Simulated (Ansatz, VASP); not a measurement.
# One calculation of NaLiB2, two programs

```
CELL_PARAMETERS angstrom
4.27355 0.00000 0.00000
-2.13677 3.70100 0.00000
0.00000 0.00000 3.29906
ATOMIC_POSITIONS crystal
Na 0.33333 0.66667 0.50000
Li 0.00000 0.00000 0.00000
B 0.66667 0.33333 0.00000
B 0.66667 0.33333 0.50000
```

Alike in both runs: task relaxation of cell and atoms; functional PBE; k mesh 12 × 12 × 12; occupations gaussian, width 0.1 eV; no spin polarisation.

|  | VASP | Ansatz |
| --- | --- | --- |
| version | VASP 6.6.1 | Ansatz 0.2.0 |
| potentials or method | VASP PAW PBE potentials, release 64 (Na_pv, Li_sv, B), cutoff 600 eV | scalar-relativistic, plane waves, PAW |
| valence electrons in the cell | 16 | 18 |

|  | VASP | Ansatz | Ansatz less VASP |
| --- | --- | --- | --- |
| gap on the k mesh at the Fermi level, each at its own relaxed structure (eV) | none | none | - |
| relaxed volume (Å³/atom) | 13.29 | 13.29 | +0.006 |
| relaxed cell length with the largest relative difference (Å) | 3.154 | 3.155 | +0.0004 |

A gap of «none» marks a metal or a gap that the smearing closes. VASP's potentials hold 16 valence electrons a cell and Ansatz's 18, so a difference there can come from the potentials and not from the codes.

Noted on VASP's run: the cutoff is short for stress, so the pressure is rough.
